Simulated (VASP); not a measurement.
# PbO2 (P4_2/mnm) in VASP: a series of runs, part 2 of 2

VASP 6.6.1. The steps go on from the part before.

### Step 3. Single point, PBE (uniaxial strain along c: -1.5 %, then relaxed in part)

The input, INCAR:

```
SYSTEM = PbO2
ALGO = Normal
EDIFF = 1E-6
ENCUT = 520
GGA = PE
ISIF = 2
ISMEAR = 0
LASPH = .True.
LCHARG = .True.
LELF = .True.
LREAL = .False.
LVHAR = .True.
LWAVE = .False.
NBANDS = 35
NELM = 60
PREC = Accurate
SIGMA = 0.1
```

The input, KPOINTS:

```
k-points
0
Gamma
  8 8 10
  0 0 0
```

The input, POSCAR:

```
PbO2
1.0
    5.1170438177      0.0000000000      0.0000000000
    0.0000000000      5.1170438177      0.0000000000
    0.0000000000      0.0000000000      3.3915289799
Pb O
2 4
Direct
    0.0000000000      0.0000000000      0.0000000000
    0.5000000000      0.5000000000      0.5000000000
    0.3078581945      0.3078581945      0.0000000000
    0.1921418055      0.8078581945      0.5000000000
    0.6921418055      0.6921418055      0.0000000000
    0.8078581945      0.1921418055      0.5000000000
```

Potentials or basis: VASP PAW PBE potentials, release 64 (Pb_d, O).

Started as:

```
$ cat potpaw_PBE.64/Pb_d/POTCAR potpaw_PBE.64/O/POTCAR > POTCAR
$ mpirun -np 1 vasp_std > vasp.out
```

Wall time 2.4 min (1 thread of AMD EPYC 9R45 (Zen 5), shared host); peak memory 0.32 GiB.

Results (log left out):

```
Free energy            : -31.8581 eV
Pressure               : 1.0 GPa
Largest force          : 0.015 eV/Å
Band gap on the k mesh : 0.04 eV
```

Forces on the atoms (eV/Å):
```
Pb   0.000  0.000  0.000
Pb   0.000  0.000  0.000
O   -0.011 -0.011  0.000
O    0.011 -0.011  0.000
O    0.011  0.011  0.000
O   -0.011  0.011  0.000
```

Stress tensor (GPa, compression positive):
```
0.16 0.00 0.00
0.00 0.16 0.00
0.00 0.00 2.66
```

Levels at points of the mesh, in eV from the valence-band top:
```tsv
k point	band 23	band 24	band 25	band 26	band 27	band 28	band 29	band 30
(0.00, 0.00, 0.00)	-0.58	-0.58	-0.56	-0.56	0.11	4.01	5.87	5.87
(0.50, 0.00, 0.00)	-0.60	-0.60	-0.36	-0.36	2.09	2.09	6.48	6.48
(0.50, 0.50, 0.00)	-0.62	-0.62	-0.47	-0.47	2.55	2.55	6.63	6.63
(0.00, 0.00, 0.50)	-1.00	-1.00	-0.71	-0.71	3.43	3.43	8.56	8.56
(0.50, 0.00, 0.50)	-0.71	-0.71	-0.29	-0.29	3.69	3.69	6.95	6.95
(0.50, 0.50, 0.50)	-0.62	-0.62	-0.50	-0.50	2.57	2.57	8.12	8.12
```

Caveat: the cell differs from its parent crystal (uniaxial strain along c: -1.5 %, then relaxed in part); the smearing spreads over this small gap; spin-orbit coupling is left out, which moves the levels of the heavy elements.

### Step 4. Single point, PBE (uniaxial strain along c: +1.5 %, then relaxed in part)

INCAR: that of step 3 with these lines changed.

```diff
@@ -8,6 +8,4 @@
 LASPH = .True.
-LCHARG = .True.
-LELF = .True.
+LCHARG = .False.
 LREAL = .False.
-LVHAR = .True.
 LWAVE = .False.
```

KPOINTS is that of step 3.

The input, POSCAR:

```
PbO2
1.0
    5.0466171197      0.0000000000      0.0000000000
    0.0000000000      5.0466171197      0.0000000000
    0.0000000000      0.0000000000      3.4948242788
Pb O
2 4
Direct
    0.0000000000      0.0000000000      0.0000000000
    0.5000000000      0.5000000000      0.5000000000
    0.3080674637      0.3080674637      0.0000000000
    0.1919325363      0.8080674637      0.5000000000
    0.6919325363      0.6919325363      0.0000000000
    0.8080674637      0.1919325363      0.5000000000
```

Started as:

```
$ cat potpaw_PBE.64/Pb_d/POTCAR potpaw_PBE.64/O/POTCAR > POTCAR
$ mpirun -np 1 vasp_std > vasp.out
```

Wall time 2.2 min (1 thread of AMD EPYC 9R45 (Zen 5), shared host); peak memory 0.32 GiB.

The run converged. Its results:

| Quantity | Value |
| --- | --- |
| Free energy | -31.8626 eV |
| Pressure | -0.5 GPa |
| Largest force | 0.007 eV/Å |
| Band gap on the k mesh | 0.01 eV |

Forces in eV/Å, atoms in the order of the input:
```
Pb   0.000  0.000  0.000
Pb   0.000  0.000  0.000
O   -0.005 -0.005  0.000
O    0.005 -0.005  0.000
O    0.005  0.005  0.000
O   -0.005  0.005  0.000
```

Stress tensor (GPa, compression positive):
```
 0.13  0.00  0.00
 0.00  0.13  0.00
 0.00  0.00 -1.68
```

Levels at points of the mesh, in eV from the valence-band top:
| k point | band 22 | band 23 | band 24 | band 25 | band 26 | band 27 | band 28 | band 29 | band 30 | band 31 |
| --- | --- | --- | --- | --- | --- | --- | --- | --- | --- | --- |
| (0.00, 0.00, 0.00) | -0.81 | -0.64 | -0.64 | -0.51 | -0.51 | 0.11 | 3.77 | 5.66 | 5.66 | 9.48 |
| (0.50, 0.00, 0.00) | -1.23 | -0.67 | -0.67 | -0.32 | -0.32 | 2.09 | 2.09 | 6.23 | 6.23 | 9.46 |
| (0.50, 0.50, 0.00) | -1.44 | -0.70 | -0.70 | -0.40 | -0.40 | 2.42 | 2.42 | 6.47 | 6.47 | 9.81 |
| (0.00, 0.00, 0.50) | -1.93 | -0.99 | -0.99 | -0.70 | -0.70 | 3.37 | 3.37 | 8.66 | 8.66 | 9.24 |
| (0.50, 0.00, 0.50) | -0.99 | -0.67 | -0.67 | -0.22 | -0.22 | 3.67 | 3.67 | 7.09 | 7.09 | 9.50 |
| (0.50, 0.50, 0.50) | -1.80 | -0.59 | -0.59 | -0.43 | -0.43 | 2.52 | 2.52 | 8.15 | 8.15 | 9.41 |

Caveat: the cell differs from its parent crystal (uniaxial strain along c: +1.5 %, then relaxed in part); the smearing spreads over this small gap; spin-orbit coupling is left out, which moves the levels of the heavy elements. A k mesh can miss the band edges.

### Step 5. Single point, PBE (uniaxial strain along c: +3.0 %, then relaxed in part)

The input, INCAR:

```
SYSTEM = PbO2
PREC = Accurate
ENCUT = 520
EDIFF = 1E-6
ISMEAR = 0
SIGMA = 0.1
LREAL = .False.
LASPH = .True.
NELM = 80
ALGO = Normal
ISIF = 2
LWAVE = .False.
LCHARG = .False.
GGA = PE
NBANDS = 35
```

The input, KPOINTS:

```
regular mesh
0
Gamma
  8 8 10
  0 0 0
```

The input, POSCAR:

```
PbO2
1.0
    5.0122762280      0.0000000000      0.0000000000
    0.0000000000      5.0122762280      0.0000000000
    0.0000000000      0.0000000000      3.5464719283
Pb O
2 4
Direct
    0.0000000000      0.0000000000      0.0000000000
    0.5000000000      0.5000000000      0.5000000000
    0.3081426503      0.3081426503      0.0000000000
    0.1918573497      0.8081426503      0.5000000000
    0.6918573497      0.6918573497      0.0000000000
    0.8081426503      0.1918573497      0.5000000000
```

Started as:

```
$ cat potpaw_PBE.64/Pb_d/POTCAR potpaw_PBE.64/O/POTCAR > POTCAR
$ mpirun -np 1 vasp_std > vasp.out
```

It took 2.2 min on 1 thread of AMD EPYC 9R45 (Zen 5), shared host; peak memory 0.32 GiB.

Results (log left out):

* Free energy: -31.8408 eV
* Pressure: -1.0 GPa
* Band gap on the k mesh: zero (filled and empty bands touch)

Forces on the atoms (eV/Å):
```
Pb   0.000  0.000  0.000
Pb   0.000  0.000  0.000
O   -0.002 -0.002  0.000
O    0.002 -0.002  0.000
O    0.002  0.002  0.000
O   -0.002  0.002  0.000
```

Stress tensor (GPa, compression positive):
```
 0.14  0.00  0.00
 0.00  0.14  0.00
 0.00  0.00 -3.42
```

Levels at points of the mesh, in eV from the Fermi level:
```
           k point  band 23  band 24  band 25  band 26  band 27  band 28  band 29  band 30
(0.00, 0.00, 0.00)    -0.70    -0.70    -0.51    -0.51     0.09     3.63     5.53     5.53
(0.50, 0.00, 0.00)    -0.72    -0.72    -0.33    -0.33     2.08     2.08     6.09     6.09
(0.50, 0.50, 0.00)    -0.76    -0.76    -0.39    -0.39     2.34     2.34     6.37     6.37
(0.00, 0.00, 0.50)    -1.00    -1.00    -0.72    -0.72     3.31     3.31     8.66     8.66
(0.50, 0.00, 0.50)    -0.67    -0.67    -0.21    -0.21     3.63     3.63     7.12     7.12
(0.50, 0.50, 0.50)    -0.60    -0.60    -0.42    -0.42     2.47     2.47     8.13     8.13
```

Caveat: the cell differs from its parent crystal (uniaxial strain along c: +3.0 %, then relaxed in part); semilocal functionals underestimate gaps, and a narrow one can read as zero; spin-orbit coupling is left out, which moves the levels of the heavy elements.

### Step 6. Single point, PBE (uniaxial strain along c: +1.5 %)

The input, INCAR:

```
SYSTEM = PbO2
ALGO     = Normal         ! electronic algorithm
EDIFF    = 1E-7           ! SCF threshold, eV
ENCUT    = 520            ! plane-wave cutoff, eV
GGA      = PE             ! functional
ISIF     = 2              ! what is computed and relaxed
ISMEAR   = 0              ! smearing method
LASPH    = .TRUE.         ! aspherical terms in the spheres
LCHARG   = .FALSE.        ! write CHGCAR
LREAL    = .FALSE.        ! projectors in reciprocal space
LWAVE    = .FALSE.        ! write WAVECAR
NBANDS   = 35             ! bands
NELM     = 60             ! most SCF steps
PREC     = Accurate       ! precision mode
SIGMA    = 0.1            ! smearing width, eV
```

The input, KPOINTS:

```
k-points
0
G
  8 8 10
  0 0 0
```

The input, POSCAR:

```
PbO2
1.0
    5.0624102258      0.0000000000      0.0000000000
    0.0000000000      5.0624102258      0.0000000000
    0.0000000000      0.0000000000      3.4948242788
Pb O
2 4
Direct
    0.0000000000      0.0000000000      0.0000000000
    0.5000000000      0.5000000000      0.5000000000
    0.3079158087      0.3079158087      0.0000000000
    0.1920841913      0.8079158087      0.5000000000
    0.6920841913      0.6920841913      0.0000000000
    0.8079158087      0.1920841913      0.5000000000
```

Potentials or basis: VASP PAW PBE potentials, release 64 (Pb_d, O).

Started as:

```
$ cat potpaw_PBE.64/Pb_d/POTCAR potpaw_PBE.64/O/POTCAR > POTCAR
$ mpirun -np 1 vasp_std > vasp.out
```

It took 2.7 min on 1 thread of AMD EPYC 9R45 (Zen 5), shared host; peak memory 0.32 GiB.

The run converged. Its results:

```yaml
Free_energy: -31.8627 eV
Pressure: -1.1 GPa
Largest_force: 0.017 eV/Å
Band_gap_on_the_k_mesh: 0.02 eV
```

Forces on the atoms (eV/Å):
```
Pb   0.000  0.000  0.000
Pb   0.000  0.000  0.000
O    0.012  0.012  0.000
O   -0.012  0.012  0.000
O   -0.012 -0.012  0.000
O    0.012 -0.012  0.000
```

Stress tensor (GPa, compression positive):
```
-0.53  0.00  0.00
 0.00 -0.53  0.00
 0.00  0.00 -2.28
```

Levels at points of the mesh, in eV from the valence-band top:
| k point | band 22 | band 23 | band 24 | band 25 | band 26 | band 27 | band 28 | band 29 | band 30 | band 31 |
| --- | --- | --- | --- | --- | --- | --- | --- | --- | --- | --- |
| (0.00, 0.00, 0.00) | -0.79 | -0.63 | -0.63 | -0.49 | -0.49 | 0.13 | 3.75 | 5.66 | 5.66 | 9.47 |
| (0.50, 0.00, 0.00) | -1.22 | -0.66 | -0.66 | -0.31 | -0.31 | 2.06 | 2.06 | 6.24 | 6.24 | 9.40 |
| (0.50, 0.50, 0.00) | -1.41 | -0.69 | -0.69 | -0.39 | -0.39 | 2.40 | 2.40 | 6.46 | 6.46 | 9.77 |
| (0.00, 0.00, 0.50) | -1.91 | -0.96 | -0.96 | -0.68 | -0.68 | 3.33 | 3.33 | 8.62 | 8.62 | 9.25 |
| (0.50, 0.00, 0.50) | -0.97 | -0.65 | -0.65 | -0.22 | -0.22 | 3.62 | 3.62 | 7.06 | 7.06 | 9.48 |
| (0.50, 0.50, 0.50) | -1.80 | -0.57 | -0.57 | -0.42 | -0.42 | 2.49 | 2.49 | 8.13 | 8.13 | 9.40 |

Caveat: the cell differs from its parent crystal (uniaxial strain along c: +1.5 %); the smearing spreads over this small gap; spin-orbit coupling is left out, which moves the levels of the heavy elements.

### Step 7. Summary

| cell | gap on the mesh (eV) | pressure (GPa) | largest force (eV/Å) |
| --- | --- | --- | --- |
| a = 5.081, b = 5.081, c = 3.443 Å, 6 atoms, atomic positions A | 0.01 | 0.2 | - |
| a = 5.117, b = 5.117, c = 3.392 Å, 6 atoms, atomic positions A | 0.04 | 1.0 | 0.02 |
| a = 5.047, b = 5.047, c = 3.495 Å, 6 atoms, atomic positions B | 0.01 | -0.5 | 0.01 |
| a = 5.012, b = 5.012, c = 3.546 Å, 6 atoms, atomic positions B | none | -1.0 | - |
| a = 5.062, b = 5.062, c = 3.495 Å, 6 atoms, atomic positions A | 0.02 | -1.1 | 0.02 |

Alike in all rows: task single point; level PBE; potentials or basis VASP PAW PBE potentials, release 64 (Pb_d, O); no spin polarisation; k mesh 8 × 8 × 10; cutoff (eV) 520; smearing gaussian 0.1 eV.

Caveats: spin-orbit coupling is left out, which moves the levels of the heavy elements; the smearing spreads over this small gap (at least some runs); semilocal functionals underestimate gaps, and a narrow one can read as zero (at least some runs).

Total energies depend on the potentials used, so only differences within one code and one set of settings carry meaning.
